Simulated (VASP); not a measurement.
# AlN (P6_3/mmc) in VASP: notebook

AlN is run at these levels: PBEsol; tasks: single point.

Everything below comes from runs of VASP 6.6.1. Logs are shortened: lines on timing, memory, paths and dates and some standing lists are left out, and cuts for length are marked.

## 1. The cell of the first run

Symmetry: P6_3/mmc, No. 194, hexagonal system. The conventional cell has a = 3.321 Å, b = 3.321 Å, c = 4.141 Å, α = 90.00°, β = 90.00°, γ = 120.00°. Al (site symmetry -6m2) has 5 N at 1.92 to 2.07 Å within 2.5 Å. Within 2.5 Å of N (site symmetry -6m2) lie 5 Al at 1.92 to 2.07 Å.

## 2. Single point, PBEsol

INCAR reads:

```
PREC = Accurate
ENCUT = 520
EDIFF = 1E-6
ISMEAR = 0
SIGMA = 0.05
LREAL = False
LASPH = True
NELM = 60
ALGO = Normal
ISIF = 2
LWAVE = False
LCHARG = False
GGA = PS
NBANDS = 16
```

KPOINTS reads:

```
Automatic mesh
0
Gamma
  9 9 6
```

POSCAR reads:

```
AlN
1.0
    3.3214000000      0.0000000000      0.0000000000
   -1.6607000000      2.8764167761      0.0000000000
    0.0000000000      0.0000000000      4.1412155349
Al N
2 2
Direct
    0.3333333333      0.6666666667      0.7500000000
    0.6666666667      0.3333333333      0.2500000000
    0.3333333333      0.6666666667      0.2500000000
    0.6666666667      0.3333333333      0.7500000000
```

Potentials or basis: VASP PAW PBE potentials, release 64 (Al, N).

Run with:

```console
cat potpaw_PBE.64/Al/POTCAR potpaw_PBE.64/N/POTCAR > POTCAR
mpirun -np 1 vasp_std > vasp.out
```

OUTCAR:

```text
PREC = Accurate
   ENCUT = 520
   EDIFF = 1E-6
   ISMEAR = 0
   LREAL = False
   LASPH = True
   NELM = 60
   ISIF = 2
   GGA = PS

 ion  position               nearest neighbor table
   1  0.333  0.667  0.750-   4 1.92   4 1.92   4 1.92   3 2.07   3 2.07   2 2.82   2 2.82   2 2.82
                             2 2.82   2 2.82   2 2.82
   2  0.667  0.333  0.250-   3 1.92   3 1.92   3 1.92   4 2.07   4 2.07   1 2.82   1 2.82   1 2.82
                             1 2.82   1 2.82   1 2.82
   3  0.333  0.667  0.250-   2 1.92   2 1.92   2 1.92   1 2.07   1 2.07
   4  0.667  0.333  0.750-   1 1.92   1 1.92   1 1.92   2 2.07   2 2.07

  LATTYP: Found a hexagonal cell.
 ALAT       =     3.3214000000
 C/A-ratio  =     1.2468283058

  Lattice vectors:

 A1 = (   3.3214000000,   0.0000000000,   0.0000000000)
 A2 = (  -1.6607000000,   2.8764167761,   0.0000000000)
 A3 = (   0.0000000000,   0.0000000000,   4.1412155349)

Analysis of symmetry for initial positions (statically):
=====================================================================
 Subroutine PRICEL returns:
 Original cell was already a primitive cell.

 Routine SETGRP: Setting up the symmetry group for a
 hexagonal supercell.

 Subroutine GETGRP returns: Found 24 space group operations
 (whereof 12 operations were pure point group operations)
 out of a pool of 24 trial point group operations.

The static configuration has the point symmetry D_3d.
 The point group associated with its full space group is D_6h.

Analysis of symmetry for dynamics (positions and initial velocities):
=====================================================================
 Subroutine PRICEL returns:
 Original cell was already a primitive cell.

 Routine SETGRP: Setting up the symmetry group for a
 hexagonal supercell.

 Subroutine GETGRP returns: Found 24 space group operations
 (whereof 12 operations were pure point group operations)
 out of a pool of 24 trial point group operations.

The dynamic configuration has the point symmetry D_3d.
 The point group associated with its full space group is D_6h.

 Subroutine INISYM returns: Found 24 space group operations
 (whereof 12 operations are pure point group operations),
 and found     1 'primitive' translations

----------------------------------------------------------------------------------------

                                     Primitive cell

  volume of cell :      39.5641

  direct lattice vectors                    reciprocal lattice vectors
     3.321400000  0.000000000  0.000000000     0.301077859  0.173827383  0.000000000
    -1.660700000  2.876416776  0.000000000     0.000000000  0.347654766  0.000000000
     0.000000000  0.000000000  4.141215535     0.000000000  0.000000000  0.241474995

  length of vectors
     3.321400000  3.321400000  4.141215535     0.347654766  0.347654766  0.241474995

  position of ions in fractional coordinates (direct lattice)
     0.333333333  0.666666667  0.750000000
     0.666666667  0.333333333  0.250000000
     0.333333333  0.666666667  0.250000000
     0.666666667  0.333333333  0.750000000

  ion indices of the primitive-cell ions
   primitive index   ion index
                 1           1
                 2           2
                 3           3
                 4           4

----------------------------------------------------------------------------------------

 KPOINTS: Automatic mesh

Automatic generation of k-mesh.
 Grid dimensions read from file:
 generate k-points for:    9    9    6

 Generating k-lattice:

  Cartesian coordinates                     Fractional coordinates (reciprocal lattice)
     0.033453095  0.019314154  0.000000000     0.111111111  0.000000000  0.000000000
     0.000000000  0.038628307  0.000000000     0.000000000  0.111111111  0.000000000
     0.000000000  0.000000000  0.040245832     0.000000000  0.000000000  0.166666667

  Length of vectors
     0.038628307  0.038628307  0.040245832

  Shift w.r.t. Gamma in fractional coordinates (k-lattice)
     0.000000000  0.000000000  0.000000000

 Subroutine IBZKPT returns following result:
 ===========================================

 Found     48 irreducible k-points:

 Following reciprocal coordinates:
            Coordinates               Weight
  0.000000  0.000000  0.000000      1.000000
  0.111111  0.000000  0.000000      6.000000
  0.222222  0.000000  0.000000      6.000000
  0.333333  0.000000  0.000000      6.000000
  0.444444  0.000000  0.000000      6.000000
  0.111111  0.111111  0.000000      6.000000
[... 16 lines left out ...]
  0.333333  0.222222  0.166667     24.000000
  0.333333  0.333333  0.166667      4.000000
 [... further k-points ...]
   k-points           NKPTS =     48   k-points in BZ     NKDIM =     48   number of bands    NBANDS=     16
   number of dos      NEDOS =    301   number of ions     NIONS =      4
   total plane-waves  NPLWV =  25088
   dimension x,y,z NGX =    28 NGY =   28 NGZ =   32
   dimension x,y,z NGXF=    56 NGYF=   56 NGZF=   64
   ions per type =               2   2
   NGX,Y,Z   is equivalent  to a cutoff of  14.01, 14.01, 12.85 a.u.
   NGXF,Y,Z  is equivalent  to a cutoff of  28.03, 28.03, 25.69 a.u.
 SYSTEM =  unknown system
   PREC   = accura    normal or accurate (medium, high low for compatibility)
   ISTART =      0    job   : 0-new  1-cont  2-samecut
   ICHARG =      2    charge: 1-file 2-atom 10-const
   ISPIN  =      1    spin polarized calculation?
   LNONCOLLINEAR =      F non collinear calculations
   LSORBIT =      F    spin-orbit coupling
   LASPH  =      T    aspherical Exc in radial PAW
   ENCUT  =  520.0 eV  38.22 Ry    6.18 a.u.   6.18  6.18  7.70*2*pi/ulx,y,z
   NELM   =     60;   NELMIN=  2; NELMDL= -5     # of ELM steps
   EDIFF  = 0.1E-05   stopping-criterion for ELM
   LREAL  =      F    real-space projection
   EDIFFG = 0.1E-04   stopping-criterion for IOM
   NSW    =      0    number of steps for IOM
   IBRION =     -1    ionic relax: 0-MD 1-quasi-New 2-CG
   NFREE  =      0    steps in history (QN), initial steepest desc. (CG)
   ISIF   =      2    stress and relaxation
   ISYM   =      2    0-nonsym 1-usesym 2-fastsym
   POTIM  = 0.5000    time-step for ionic-motion
   TEBEG  =    0.0;   TEEND  =   0.0 temperature during run
   PSTRESS=    0.0 pullay stress
   NELECT =      16.0000    total number of electrons
   NUPDOWN=      -1.0000    fix difference up-down
   EMIN   =  10.00;   EMAX   =-10.00  energy-range for DOS
   EFERMI =   0.00;   METHOD = LEGACY
   ISMEAR =     0;   SIGMA  =   0.05  broadening in eV -4-tet -1-fermi 0-gaus
   EFERMI_NEDOS =   21; number of points for ismear=-14 and -15
   IALGO  =     38    algorithm
   IMIX   =      4    mixing-type and parameters
     AMIX     =   0.40;   BMIX     =  1.00
     AMIX_MAG =   1.60;   BMIX_MAG =  1.00
  volume/ion in A,a.u.               =       9.89        66.75
  Fermi-wavevector in a.u.,A,eV,Ry     =   1.210639  2.287775 19.941325  1.465646
  Thomas-Fermi vector in A             =   2.346179
   LORBIT       =      0    0 simple, 1 ext, 2 COOP (PROOUT), +10 PAW based schemes
   GGA     = PS    functional components
   LHFCALC =     F    Hartree Fock is set to
   AEXX    =    0.0000 exact exchange contribution
   IVDW    =     0    specifies the selected vdW correction
   LEPSILON=     F    determine dielectric tensor
   LRPA    =     F    only Hartree local field effects (RPA)
 non-spin polarized calculation
 Gauss-broadening in eV      SIGMA  =   0.05
  energy-cutoff  :      520.00
  volume of cell :       39.56
 maximum number of plane-waves:      1084
 NGX is ok and might be reduce to    28
   NGX = 13   NGY = 13   NGZ = 15

 number of electron      16.0000001 magnetization

 Free energy of the ion-electron system (eV)
  ---------------------------------------------------
  ext. energy  EPLUGINS =         0.00000000
  ---------------------------------------------------
  free energy    TOTEN  =       -30.94121752 eV

  energy without entropy =      -30.94121752  energy(sigma->0) =      -30.94121752

 E-fermi :   8.0834     XC(G=0): -11.3753

 val. band max:        7.8622769536   @ k =   0.0000   0.0000   0.0000
 cond. band min:      11.1280817144   @ k =   0.0000   0.0000   0.0000
 fundamental gap:      3.2658047608
 Fermi energy:         8.0834014961

 k-point     1 :       0.0000    0.0000    0.0000
  band No.  band energies     occupation
      1      -8.8973      2.00000
      2      -5.1230      2.00000
      3       0.9896      2.00000
      4       4.5747      2.00000
      5       4.5747      2.00000
      6       6.3189      2.00000
[... 8 lines left out ...]
     15      19.6842      0.00000
     16      19.6842      0.00000

 k-point     2 :       0.1111    0.0000    0.0000
  band No.  band energies     occupation
      1      -8.7565      2.00000
      2      -5.1253      2.00000
      3       1.1398      2.00000
      4       4.0791      2.00000
      5       4.3717      2.00000
      6       5.8260      2.00000
[... 8 lines left out ...]
     15      19.1116      0.00000
     16      19.4648      0.00000

 k-point     3 :       0.2222    0.0000    0.0000
  band No.  band energies     occupation
      1      -8.3522      2.00000
      2      -5.1777      2.00000
      3       1.5779      2.00000
      4       3.0099      2.00000
      5       3.9589      2.00000
      6       4.9376      2.00000
[... 8 lines left out ...]
     15      18.1578      0.00000
     16      20.3346      0.00000

 k-point     4 :       0.3333    0.0000    0.0000
  band No.  band energies     occupation
      1      -7.7514      2.00000
      2      -5.3852      2.00000
      3       2.0301      2.00000
      4       2.2517      2.00000
      5       3.5855      2.00000
      6       4.1746      2.00000
[... 8 lines left out ...]
     15      19.1006      0.00000
     16      20.8581      0.00000

 k-point     5 :       0.4444    0.0000    0.0000
  band No.  band energies     occupation
      1      -7.1474      2.00000
      2      -5.7461      2.00000
      3       1.5001      2.00000
      4       2.9664      2.00000
      5       3.3751      2.00000
      6       3.7366      2.00000
[... 8 lines left out ...]
     15      20.7031      0.00000
     16      21.2254      0.00000

 k-point     6 :       0.1111    0.1111    0.0000
  band No.  band energies     occupation
      1      -8.4835      2.00000
      2      -5.1522      2.00000
      3       1.4344      2.00000
      4       3.5302      2.00000
      5       3.7238      2.00000
      6       5.3898      2.00000
[... 8 lines left out ...]
     15      18.8750      0.00000
     16      20.0373      0.00000
[... 267 lines left out ...]
 k-point    21 :       0.4444    0.1111    0.1667
  band No.  band energies     occupation
      1      -6.8341      2.00000
      2      -5.8877      2.00000
      3       1.0222      2.00000
      4       2.6293      2.00000
      5       2.9060      2.00000
      6       4.3093      2.00000
[... 8 lines left out ...]
     15      19.9908      0.00000
     16      21.2934      0.00000

 k-point    22 :       0.2222    0.2222    0.1667
  band No.  band energies     occupation
      1      -7.2870      2.00000
      2      -5.6245      2.00000
      3       1.6059      2.00000
      4       1.9587      2.00000
      5       3.6372      2.00000
      6       4.1727      2.00000
[... 8 lines left out ...]
     15      19.7530      0.00000
     16      21.0960      0.00000

 k-point    23 :       0.3333    0.2222    0.1667
  band No.  band energies     occupation
      1      -6.7326      2.00000
      2      -5.9117      2.00000
      3       1.3118      2.00000
      4       2.0831      2.00000
      5       2.8535      2.00000
      6       4.6825      2.00000
[... 8 lines left out ...]
     15      19.5505      0.00000
     16      21.2046      0.00000

 k-point    24 :       0.3333    0.3333    0.1667
  band No.  band energies     occupation
      1      -6.2712      2.00000
      2      -6.2712      2.00000
      3       1.3006      2.00000
      4       2.3178      2.00000
      5       2.3178      2.00000
      6       4.9499      2.00000
[... 8 lines left out ...]
     15      19.0858      0.00000
     16      20.9670      0.00000

 [... further k-points ...]

------------------------ aborting loop because EDIFF is reached ----------------------------------------

  FORCE on cell =-STRESS in cart. coord.  units (eV):
  Direction    XX          YY          ZZ          XY          YZ          ZX
  --------------------------------------------------------------------------------------
  -------------------------------------------------------------------------------------
  Total       -0.7970819     -0.7970819     -0.4205721      0.0000000      0.0000000     -0.0000000
  in kB      -32.2784526    -32.2784526    -17.0313929      0.0000000      0.0000000     -0.0000000
  external PRESSURE =     -27.1960994 kB  Pullay stress =       0.0000000 kB

 VOLUME and BASIS-vectors are now :
 -----------------------------------------------------------------------------
  energy-cutoff  :      520.00
  volume of cell :       39.56
      direct lattice vectors                 reciprocal lattice vectors
     3.321400000  0.000000000  0.000000000     0.301077859  0.173827383  0.000000000
    -1.660700000  2.876416776  0.000000000     0.000000000  0.347654766  0.000000000
     0.000000000  0.000000000  4.141215535     0.000000000  0.000000000  0.241474995

 POSITION                                       TOTAL-FORCE (eV/Angst)
 -----------------------------------------------------------------------------------
     -0.00000      1.91761      3.10591         0.000000     -0.000000      0.000000
      1.66070      0.95881      1.03530        -0.000000      0.000000      0.000000
     -0.00000      1.91761      1.03530         0.000000      0.000000      0.000000
      1.66070      0.95881      3.10591        -0.000000     -0.000000      0.000000
 -----------------------------------------------------------------------------------
    total drift:                               -0.000000     -0.000000     -0.000000

  FREE ENERGIE OF THE ION-ELECTRON SYSTEM (eV)
  ---------------------------------------------------
  free  energy   TOTEN  =       -30.9412175169 eV

  energy  without entropy=      -30.9412175169  energy(sigma->0) =      -30.94121752
```

It took 50 s on 1 thread of Intel Xeon 8259CL, shared host; peak memory 0.17 GiB.

What came out:

| Quantity | Value |
| --- | --- |
| Free energy | -30.9412 eV |
| Pressure | -2.7 GPa |
| Band gap on the k mesh | 3.27 eV, direct |

Stress tensor (GPa, compression positive):
```
-3.23  0.00  0.00
 0.00 -3.23  0.00
 0.00  0.00 -1.70
```

Levels at points of the mesh, in eV from the valence-band top:
```tsv
k point	band 5	band 6	band 7	band 8	band 9	band 10	band 11	band 12
(0.00, 0.00, 0.00)	-3.29	-1.54	-1.54	0.00	3.27	4.38	8.14	8.14
(0.00, 0.00, 0.50)	-2.46	-2.46	-2.46	-2.46	5.64	5.64	8.30	8.30
```

Caveat: the PAW data sets were made with another functional, which shifts forces and pressure a little.

[end of part 1 of 2]
